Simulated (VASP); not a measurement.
Input of a VASP 6.6.1 run:

File INCAR:

```
SYSTEM = AlNi
PREC = Accurate
ENCUT = 520
EDIFF = 1E-6
ISMEAR = 0
SIGMA = 0.15
LREAL = .FALSE.
LASPH = .TRUE.
NELM = 80
ALGO = Fast
ISIF = 2
LWAVE = .FALSE.
LCHARG = .FALSE.
GGA = PS
NBANDS = 14
```

File KPOINTS:

```
regular mesh
0
G
  16 16 16
  0 0 0
```

File POSCAR:

```
AlNi
1.0
    2.0211996418     -2.0211459310      0.0000000000
    2.0211996418      2.0211459310      0.0000000000
    0.0000000000      0.0000000000      2.8688666946
Al Ni
1 1
Direct
   -0.0066471451      0.0000000000     -0.0132456486
    0.5030557133      0.5000000000      0.5060890658
```

Potentials or basis: VASP PAW PBE potentials, release 64 (Al, Ni).

Launch:

```bash
$ cat potpaw_PBE.64/Al/POTCAR potpaw_PBE.64/Ni/POTCAR > POTCAR
$ mpirun -np 1 vasp_std > vasp.out
```

Q: What does it give for the pressure?

A: 0.5 GPa.

Q: Predict the band gap on the k mesh.

A: Zero (an odd number of electrons rules out a gap without spin polarisation).

Q: What does it give for the largest force?

A: 0.390 eV/Å.

Stress tensor (GPa, compression positive):
```
 0.62  0.02  0.17
 0.02  0.63 -0.17
 0.17 -0.17  0.14
```

Caveat: the cell differs from its parent crystal (atoms displaced along a vibrational mode); the PAW data sets were made with another functional, which shifts forces and pressure a little. Spin polarisation is off, so any magnetic state and its effect on volume and gap are missing.
